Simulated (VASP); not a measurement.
# Co (P6_3/mmc) in VASP: notebook

The runs below take Co through electric field gradients, with PBE.

All numbers are computed with VASP 6.6.1; they aren't measurements. Logs are shortened: lines on timing, memory, paths and dates and some standing lists are left out, and cuts for length are marked.

**1. The cell of the first run**

Symmetry: P6_3/mmc, No. 194, hexagonal system. The conventional cell has a = 2.468 Å, b = 2.468 Å, c = 4.007 Å, α = 90.00°, β = 90.00°, γ = 120.00°. Within 3.2 Å of Co (site symmetry -6m2) lie 12 Co at 2.46 to 2.47 Å.

**2. Electric field gradients, PBE, collinear spin, ferromagnetic start (10.57 Å³/atom)**

INCAR reads:

```
SYSTEM = Co
PREC = Accurate ; ENCUT = 520
EDIFF = 1E-8 ; ISMEAR = -1
SIGMA = 0.05 ; LREAL = .FALSE.
LASPH = .TRUE. ; NELM = 150
ALGO = Normal ; ISIF = 2
LWAVE = .FALSE. ; LCHARG = .FALSE.
ISPIN = 2 ; MAGMOM = 2 2
LORBIT = 11 ; LMAXMIX = 4
GGA = PE ; LEFG = .TRUE.
NBANDS = 20
```

KPOINTS reads:

```
Automatic mesh
0
G
  19 19 10
  0 0 0
```

POSCAR reads:

```
Co
1.0
    2.4675782595      0.0000000000      0.0000000000
   -1.2337891298      2.1369854586      0.0000000000
    0.0000000000      0.0000000000      4.0074867708
Co
2
Direct
    0.3333333333      0.6666666667      0.2500000000
    0.6666666667      0.3333333333      0.7500000000
```

Potentials or basis: VASP PAW PBE potentials, release 64 (Co).

Command:

```sh
> cat potpaw_PBE.64/Co/POTCAR > POTCAR
> mpirun -np 1 vasp_std > vasp.out
```

OUTCAR:

```text
SYSTEM = Co
   PREC = Accurate
   ENCUT = 520
   EDIFF = 1E-8
   ISMEAR = -1
   LREAL = .FALSE.
   LASPH = .TRUE.
   NELM = 150
   ISIF = 2
   ISPIN = 2
   LORBIT = 11
   GGA = PE

 ion  position               nearest neighbor table
   1  0.333  0.667  0.250-   2 2.46   2 2.46   2 2.46   2 2.46   2 2.46   2 2.46
   2  0.667  0.333  0.750-   1 2.46   1 2.46   1 2.46   1 2.46   1 2.46   1 2.46

  LATTYP: Found a hexagonal cell.
 ALAT       =     2.4675782595
 C/A-ratio  =     1.6240566050

  Lattice vectors:

 A1 = (   2.4675782595,   0.0000000000,   0.0000000000)
 A2 = (  -1.2337891298,   2.1369854586,   0.0000000000)
 A3 = (   0.0000000000,   0.0000000000,   4.0074867708)

Analysis of symmetry for initial positions (statically):
=====================================================================
 Subroutine PRICEL returns:
 Original cell was already a primitive cell.

 Routine SETGRP: Setting up the symmetry group for a
 hexagonal supercell.

 Subroutine GETGRP returns: Found 24 space group operations
 (whereof 12 operations were pure point group operations)
 out of a pool of 24 trial point group operations.

The static configuration has the point symmetry D_3d.
 The point group associated with its full space group is D_6h.

Analysis of symmetry for dynamics (positions and initial velocities):
=====================================================================
 Subroutine PRICEL returns:
 Original cell was already a primitive cell.

 Routine SETGRP: Setting up the symmetry group for a
 hexagonal supercell.

 Subroutine GETGRP returns: Found 24 space group operations
 (whereof 12 operations were pure point group operations)
 out of a pool of 24 trial point group operations.

The dynamic configuration has the point symmetry D_3d.
 The point group associated with its full space group is D_6h.

Analysis of structural, dynamic, and magnetic symmetry:
=====================================================================
 Subroutine PRICEL returns:
 Original cell was already a primitive cell.

 Routine SETGRP: Setting up the symmetry group for a
 hexagonal supercell.

[... 166 lines left out ...]
      4       8.0191      1.00000
      5       8.0191      1.00000
      6       8.3400      1.00000
[... 541 lines left out ...]
     19      34.4199      0.00000
     20      36.1351      0.00000

 [... further k-points ...]

 spin component 2

 k-point     1 :       0.0000    0.0000    0.0000
  band No.  band energies     occupation
      1       1.5700      1.00000
      2       6.3051      1.00000
      3       9.5725      1.00000
      4       9.6259      1.00000
      5       9.6259      1.00000
      6      10.0000      1.00000
[... 541 lines left out ...]
     19      34.7439      0.00000
     20      36.4861      0.00000

 [... further k-points ...]

------------------------ aborting loop because EDIFF is reached ----------------------------------------

  FORCE on cell =-STRESS in cart. coord.  units (eV):
  Direction    XX          YY          ZZ          XY          YZ          ZX
  --------------------------------------------------------------------------------------
  -------------------------------------------------------------------------------------
  Total        0.7758165      0.7758165      0.5540833     -0.0000000     -0.0000000      0.0000000
  in kB       58.8199944     58.8199944     42.0088780     -0.0000000     -0.0000000      0.0000000
  external PRESSURE =      53.2162889 kB  Pullay stress =       0.0000000 kB

 VOLUME and BASIS-vectors are now :
 -----------------------------------------------------------------------------
  energy-cutoff  :      520.00
  volume of cell :       21.13
      direct lattice vectors                 reciprocal lattice vectors
     2.467578260  0.000000000  0.000000000     0.405255637  0.233974451  0.000000000
    -1.233789130  2.136985459  0.000000000     0.000000000  0.467948902  0.000000000
     0.000000000  0.000000000  4.007486771     0.000000000  0.000000000  0.249532951

 POSITION                                       TOTAL-FORCE (eV/Angst)
 -----------------------------------------------------------------------------------
     -0.00000      1.42466      1.00187         0.000000     -0.000000      0.000000
      1.23379      0.71233      3.00562        -0.000000      0.000000      0.000000
 -----------------------------------------------------------------------------------
    total drift:                                0.000000     -0.000000     -0.000000

  FREE ENERGIE OF THE ION-ELECTRON SYSTEM (eV)
  ---------------------------------------------------
  free  energy   TOTEN  =       -14.0688003957 eV

  energy  without entropy=      -14.0539329527  energy(sigma->0) =      -14.06136667

 Electric field gradients (V/A^2)
---------------------------------------------------------------------
 ion       V_xx      V_yy      V_zz      V_xy      V_xz      V_yz
---------------------------------------------------------------------
   1       1.280     1.281    -2.561     0.001     0.000     0.000
   2       1.280     1.281    -2.561     0.001    -0.000     0.000
---------------------------------------------------------------------

 Electric field gradients after diagonalization (V/A^2)
 (convention: |V_zz| > |V_xx| > |V_yy|)
----------------------------------------------------------------------
 ion       V_xx      V_yy      V_zz     asymmetry (V_yy - V_xx)/ V_zz
----------------------------------------------------------------------
   1       1.282     1.279    -2.561       0.001
   2       1.282     1.279    -2.561       0.001
----------------------------------------------------------------------

           NMR quadrupolar parameters

 Cq : quadrupolar parameter    Cq=e*Q*V_zz/h
 eta: asymmetry parameters     (V_yy - V_xx)/ V_zz
 Q  : nuclear electric quadrupole moment in mb (millibarn)
----------------------------------------------------------------------
 ion       Cq(MHz)       eta       Q (mb)
----------------------------------------------------------------------
   1      -0.006       0.001       1.000
   2      -0.006       0.001       1.000
----------------------------------------------------------------------

 total charge

# of ion       s       p       d       tot
------------------------------------------
    1        0.500   0.544   7.282   8.326
    2        0.500   0.544   7.282   8.326
--------------------------------------------------
tot          0.999   1.089  14.564  16.652

 magnetization (x)

# of ion       s       p       d       tot
------------------------------------------
    1       -0.015  -0.055   1.667   1.597
    2       -0.015  -0.055   1.667   1.597
--------------------------------------------------
tot         -0.031  -0.110   3.334   3.194
```

OSZICAR:

```text
N       E                     dE             d eps       ncg     rms          rms(c)
DAV:   1     0.851153224615E+02    0.85115E+02   -0.82218E+03 20252   0.125E+03
DAV:   2    -0.115182407193E+02   -0.96634E+02   -0.86803E+02 19472   0.217E+02
DAV:   3    -0.160447521969E+02   -0.45265E+01   -0.43344E+01 21712   0.567E+01
DAV:   4    -0.161130406171E+02   -0.68288E-01   -0.68235E-01 23504   0.613E+00
DAV:   5    -0.161150819297E+02   -0.20413E-02   -0.20412E-02 22424   0.102E+00    0.153E+01
DAV:   6    -0.144563805757E+02    0.16587E+01   -0.70216E+00 21848   0.548E+01    0.652E+00
DAV:   7    -0.141062714899E+02    0.35011E+00   -0.10530E+00 22920   0.194E+01    0.383E+00
DAV:   8    -0.140838908099E+02    0.22381E-01   -0.15034E-02 25640   0.127E+00    0.181E+00
DAV:   9    -0.140692323558E+02    0.14658E-01   -0.28730E-03 31536   0.981E-01    0.446E-01
DAV:  10    -0.140688078111E+02    0.42454E-03   -0.55219E-04 24728   0.279E-01    0.110E-01
DAV:  11    -0.140688013974E+02    0.64137E-05   -0.56177E-05 28824   0.118E-01    0.277E-02
DAV:  12    -0.140688014673E+02   -0.69843E-07   -0.80747E-06 20732   0.276E-02    0.159E-02
DAV:  13    -0.140688007450E+02    0.72225E-06   -0.16945E-06 28520   0.144E-02    0.708E-03
DAV:  14    -0.140688007484E+02   -0.33303E-08   -0.32460E-07 20732   0.481E-03    0.271E-03
DAV:  15    -0.140688003244E+02    0.42394E-06   -0.10968E-08 18264   0.182E-03    0.101E-03
DAV:  16    -0.140688003566E+02   -0.32136E-07   -0.37877E-09 10632   0.728E-04    0.436E-04
DAV:  17    -0.140688003942E+02   -0.37611E-07   -0.92597E-10  9964   0.250E-04    0.295E-05
DAV:  18    -0.140688003957E+02   -0.15016E-08   -0.26892E-10  9896   0.157E-04
   1 F= -.14068800E+02 E0= -.14061367E+02  d E =-.148674E-01  mag=     3.1636
```

It took 95 s on 1 thread of Intel Xeon 6975P-C (Granite Rapids), shared host; peak memory 0.24 GiB.

What came out:

| Item | Value |
| --- | --- |
| Free energy | -14.0688 eV |
| Pressure | 5.3 GPa |
| Net moment | 3.16 μB per cell |
| Site moments | Co +1.60 μB |
| Largest electric field gradient by atom | Co -2.6 V/Å² |
| Valence electrons inside the program's atomic spheres | Co 8.33 |

Stress tensor (GPa, compression positive):
```
5.88 0.00 0.00
0.00 5.88 0.00
0.00 0.00 4.20
```

Electric field gradients, principal values (V/Å²):
| atom | least | middle | greatest (by size) |
| --- | --- | --- | --- |
| 1 Co | 1.279 | 1.282 | -2.561 |
| 2 Co | 1.279 | 1.282 | -2.561 |

Caveat: the cell stands under pressure; without QUAD_EFG the Cq values of the log hold for a quadrupole moment of 1 mb, not for the nuclei.

**3. Electric field gradients, PBE, collinear spin, ferromagnetic start (10.79 Å³/atom)**

This run uses another cell than the first one, of 10.79 Å³/atom.

INCAR reads:

```
SYSTEM = Co
PREC = Accurate
ENCUT = 520
EDIFF = 1E-8
ISMEAR = -1
SIGMA = 0.05
LREAL = .False.
LASPH = .True.
NELM = 150
ALGO = Normal
ISIF = 2
LWAVE = .False.
LCHARG = .False.
ISPIN = 2
MAGMOM = 2 2
LORBIT = 11
LMAXMIX = 4
GGA = PE
LEFG = .True.
NBANDS = 20
```

KPOINTS reads:

```
Automatic mesh
0
Gamma
  19 19 10
  0 0 0
```

POSCAR reads:

```
Co
1.0
    2.4849561438      0.0000000000      0.0000000000
   -1.2424780719      2.1520351478      0.0000000000
    0.0000000000      0.0000000000      4.0357094384
Co
2
Direct
    0.3333333333      0.6666666667      0.2500000000
    0.6666666667      0.3333333333      0.7500000000
```

Potentials or basis: VASP PAW PBE potentials, release 64 (Co).

Command:

```sh
> cat potpaw_PBE.64/Co/POTCAR > POTCAR
> mpirun -np 1 vasp_std > vasp.out
```

OUTCAR:

```text
SYSTEM = Co
   PREC = Accurate
   ENCUT = 520
   EDIFF = 1E-8
   ISMEAR = -1
   LREAL = .False.
   LASPH = .True.
   NELM = 150
   ISIF = 2
   ISPIN = 2
   LORBIT = 11
   GGA = PE

 ion  position               nearest neighbor table
   1  0.333  0.667  0.250-   2 2.48   2 2.48   2 2.48   2 2.48   2 2.48   2 2.48
   2  0.667  0.333  0.750-   1 2.48   1 2.48   1 2.48   1 2.48   1 2.48   1 2.48

  LATTYP: Found a hexagonal cell.
 ALAT       =     2.4849561438
 C/A-ratio  =     1.6240566050

  Lattice vectors:

 A1 = (   2.4849561438,   0.0000000000,   0.0000000000)
 A2 = (  -1.2424780719,   2.1520351478,   0.0000000000)
 A3 = (   0.0000000000,   0.0000000000,   4.0357094384)

Analysis of symmetry for initial positions (statically):
=====================================================================
 Subroutine PRICEL returns:
 Original cell was already a primitive cell.

 Routine SETGRP: Setting up the symmetry group for a
 hexagonal supercell.

 Subroutine GETGRP returns: Found 24 space group operations
 (whereof 12 operations were pure point group operations)
 out of a pool of 24 trial point group operations.

The static configuration has the point symmetry D_3d.
 The point group associated with its full space group is D_6h.

Analysis of symmetry for dynamics (positions and initial velocities):
=====================================================================
 Subroutine PRICEL returns:
 Original cell was already a primitive cell.

 Routine SETGRP: Setting up the symmetry group for a
 hexagonal supercell.

 Subroutine GETGRP returns: Found 24 space group operations
 (whereof 12 operations were pure point group operations)
 out of a pool of 24 trial point group operations.

The dynamic configuration has the point symmetry D_3d.
 The point group associated with its full space group is D_6h.

Analysis of structural, dynamic, and magnetic symmetry:
=====================================================================
 Subroutine PRICEL returns:
 Original cell was already a primitive cell.

 Routine SETGRP: Setting up the symmetry group for a
 hexagonal supercell.

 Subroutine GETGRP returns: Found 24 space group operations
 (whereof 12 operations were pure point group operations)
 out of a pool of 24 trial point group operations.

The overall configuration has the point symmetry D_3d.
 The point group associated with its full space group is D_6h.

 Subroutine INISYM returns: Found 24 space group operations
 (whereof 12 operations are pure point group operations),
 and found     1 'primitive' translations

----------------------------------------------------------------------------------------

                                     Primitive cell

  volume of cell :      21.5818

  direct lattice vectors                    reciprocal lattice vectors
     2.484956144  0.000000000  0.000000000     0.402421589  0.232338213  0.000000000
    -1.242478072  2.152035148  0.000000000     0.000000000  0.464676425  0.000000000
[... 114 lines left out ...]
   LEPSILON=     F    determine dielectric tensor
   LRPA    =     F    only Hartree local field effects (RPA)
 spin polarized calculation
  energy-cutoff  :      520.00
  volume of cell :       21.58
 maximum number of plane-waves:       594
   NGX =  9   NGY =  9   NGZ = 15

 number of electron      18.0000005 magnetization       3.2042866

 Free energy of the ion-electron system (eV)
  ---------------------------------------------------
  ext. energy  EPLUGINS =         0.00000000
  ---------------------------------------------------
  free energy    TOTEN  =       -14.07706717 eV

  energy without entropy =      -14.06200178  energy(sigma->0) =      -14.06953447

 E-fermi :  10.3299     XC(G=0): -13.4358

 val. band max:       10.3272702748   @ k =   0.4211  -0.0000   0.2000
 cond. band min:      10.3369704260   @ k =   0.3158   0.1053   0.3000
 fundamental gap:      0.0097001512
 Fermi energy:        10.3299003716

 spin component 1

 k-point     1 :       0.0000    0.0000    0.0000
  band No.  band energies     occupation
      1       1.3944      1.00000
      2       5.1772      1.00000
      3       7.6959      1.00000
      4       7.7406      1.00000
      5       7.7406      1.00000
      6       8.0500      1.00000
[... 541 lines left out ...]
     19      33.7427      0.00000
     20      35.4310      0.00000

 [... further k-points ...]

 spin component 2

 k-point     1 :       0.0000    0.0000    0.0000
  band No.  band energies     occupation
      1       1.3878      1.00000
      2       6.1108      1.00000
      3       9.3146      1.00000
      4       9.3695      1.00000
      5       9.3695      1.00000
      6       9.7319      0.99999
[... 541 lines left out ...]
     19      34.0681      0.00000
     20      35.7766      0.00000

 [... further k-points ...]

------------------------ aborting loop because EDIFF is reached ----------------------------------------

  FORCE on cell =-STRESS in cart. coord.  units (eV):
  Direction    XX          YY          ZZ          XY          YZ          ZX
  --------------------------------------------------------------------------------------
  -------------------------------------------------------------------------------------
  Total        0.1640333      0.1640333     -0.0589666      0.0000000      0.0000000      0.0000000
  in kB       12.1774044     12.1774044     -4.3775251      0.0000000      0.0000000      0.0000000
  external PRESSURE =       6.6590946 kB  Pullay stress =       0.0000000 kB

 VOLUME and BASIS-vectors are now :
 -----------------------------------------------------------------------------
  energy-cutoff  :      520.00
  volume of cell :       21.58
      direct lattice vectors                 reciprocal lattice vectors
     2.484956144  0.000000000  0.000000000     0.402421589  0.232338213  0.000000000
    -1.242478072  2.152035148  0.000000000     0.000000000  0.464676425  0.000000000
     0.000000000  0.000000000  4.035709438     0.000000000  0.000000000  0.247787908

 POSITION                                       TOTAL-FORCE (eV/Angst)
 -----------------------------------------------------------------------------------
     -0.00000      1.43469      1.00893        -0.000000      0.000000      0.000000
      1.24248      0.71735      3.02678         0.000000     -0.000000      0.000000
 -----------------------------------------------------------------------------------
    total drift:                               -0.000000      0.000000     -0.000000

  FREE ENERGIE OF THE ION-ELECTRON SYSTEM (eV)
  ---------------------------------------------------
  free  energy   TOTEN  =       -14.0770671695 eV

  energy  without entropy=      -14.0620017762  energy(sigma->0) =      -14.06953447

 Electric field gradients (V/A^2)
---------------------------------------------------------------------
 ion       V_xx      V_yy      V_zz      V_xy      V_xz      V_yz
---------------------------------------------------------------------
   1       1.075     1.076    -2.150     0.001     0.000     0.000
   2       1.075     1.076    -2.150     0.001     0.000     0.000
---------------------------------------------------------------------

 Electric field gradients after diagonalization (V/A^2)
 (convention: |V_zz| > |V_xx| > |V_yy|)
----------------------------------------------------------------------
 ion       V_xx      V_yy      V_zz     asymmetry (V_yy - V_xx)/ V_zz
----------------------------------------------------------------------
   1       1.076     1.074    -2.150       0.001
   2       1.076     1.074    -2.150       0.001
----------------------------------------------------------------------

           NMR quadrupolar parameters

 Cq : quadrupolar parameter    Cq=e*Q*V_zz/h
 eta: asymmetry parameters     (V_yy - V_xx)/ V_zz
 Q  : nuclear electric quadrupole moment in mb (millibarn)
----------------------------------------------------------------------
 ion       Cq(MHz)       eta       Q (mb)
----------------------------------------------------------------------
   1      -0.005       0.001       1.000
   2      -0.005       0.001       1.000
----------------------------------------------------------------------

 total charge

# of ion       s       p       d       tot
------------------------------------------
    1        0.491   0.526   7.267   8.284
    2        0.491   0.526   7.267   8.284
--------------------------------------------------
tot          0.982   1.052  14.534  16.567

 magnetization (x)

# of ion       s       p       d       tot
------------------------------------------
    1       -0.015  -0.055   1.691   1.621
    2       -0.015  -0.055   1.691   1.621
--------------------------------------------------
tot         -0.030  -0.109   3.382   3.243
```

Run time: 97 s. Hardware: 1 thread of Intel Xeon 6975P-C (Granite Rapids), shared host; peak memory 0.25 GiB.

What came out:

```
Free energy                                           : -14.0771 eV
Pressure                                              : 0.7 GPa
Net moment                                            : 3.20 μB per cell
Site moments                                          : Co +1.62 μB
Largest electric field gradient by atom               : Co -2.1 V/Å²
Valence electrons inside the program's atomic spheres : Co 8.28
```

Electric field gradients, principal values (V/Å²):
| atom | least | middle | greatest (by size) |
| --- | --- | --- | --- |
| 1 Co | 1.074 | 1.076 | -2.150 |
| 2 Co | 1.074 | 1.076 | -2.150 |

Caveat: without QUAD_EFG the Cq values of the log hold for a quadrupole moment of 1 mb, not for the nuclei.
